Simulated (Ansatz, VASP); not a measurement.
**Two plane-wave programs on InW**

INCAR

```
SYSTEM = InW
PREC     = Accurate       ! precision mode
ENCUT    = 600            ! plane-wave cutoff, eV
EDIFF    = 1E-6           ! SCF threshold, eV
ISMEAR   = 0              ! smearing method
SIGMA    = 0.1            ! smearing width, eV
LREAL    = .FALSE.        ! projectors in reciprocal space
LASPH    = .TRUE.         ! aspherical terms in the spheres
NELM     = 80             ! most SCF steps
ALGO     = Normal         ! electronic algorithm
ISIF     = 3              ! what is computed and relaxed
LWAVE    = .FALSE.        ! write WAVECAR
LCHARG   = .FALSE.        ! write CHGCAR
GGA      = PE             ! functional
IBRION   = 2              ! ionic algorithm
NSW      = 90             ! ionic steps
EDIFFG   = -0.04          ! ionic threshold
```

KPOINTS

```
Automatic mesh
0
G
  6 6 6
  0 0 0
```

Contents of POSCAR:

```
InW
1.0
    0.0000000000      2.8218705958      2.8218705958
    2.8218705958      0.0000000000      2.8218705958
    2.8218705958      2.8218705958      0.0000000000
In W
1 1
Direct
    0.0000000000      0.0000000000      0.0000000000
    0.7500000000      0.7500000000      0.7500000000
```

Input for Ansatz:

```yaml
crystal:
  lattice:
    - [0.0, 2.8218705958, 2.8218705958]
    - [2.8218705958, 0.0, 2.8218705958]
    - [2.8218705958, 2.8218705958, 0.0]
  atoms:
    - { symbol: In, position: [0.0, 0.0, 0.0] }
    - { symbol: W, position: [0.75, 0.75, 0.75] }
basis:
  ecutwfc: 420
kpoints:
  mp_grid: { grid: [6, 6, 6] }
hamiltonian:
  xc: pbe
scf:
  occupations: { method: gaussian, width: 0.1 }
  lower_state_search: "off"
output:
  forces: true
  stress: true
  eigenvalues: true
relax:
  adjacent_minimum: "off"
  f_tol: 0.04
  max_steps: 70
  cell: { stress_tol: 0.4 }
```

Alike in both runs: task relaxation of cell and atoms; functional PBE; k mesh 6 × 6 × 6; occupations gaussian, width 0.1 eV; no spin polarisation.

|  | VASP | Ansatz |
| --- | --- | --- |
| version | VASP 6.6.1 | Ansatz 0.2.0 |
| potentials or method | VASP PAW PBE potentials, release 64 (In_d, W_sv), cutoff 600 eV | scalar-relativistic, plane waves, PAW |
| valence electrons in the cell | 27 | 27 |

VASP gave:

```
gap on the k mesh at the Fermi level, each at its own relaxed structure (eV) : none
relaxed volume (Å³/atom)                                                     : 29.71
relaxed cell length with the largest relative difference (Å)                 : 4.380
```

Question: Which values does Ansatz return?

Answer: gap on the k mesh at the Fermi level, each at its own relaxed structure (eV): none; relaxed volume (Å³/atom): 29.66; relaxed cell length with the largest relative difference (Å): 4.378.

A gap of «none» marks a metal or a gap that the smearing closes.

Spin-orbit coupling is off throughout. Noted on VASP's run: the volume moved by over 15 % at a fixed basis, so the end points are rough.
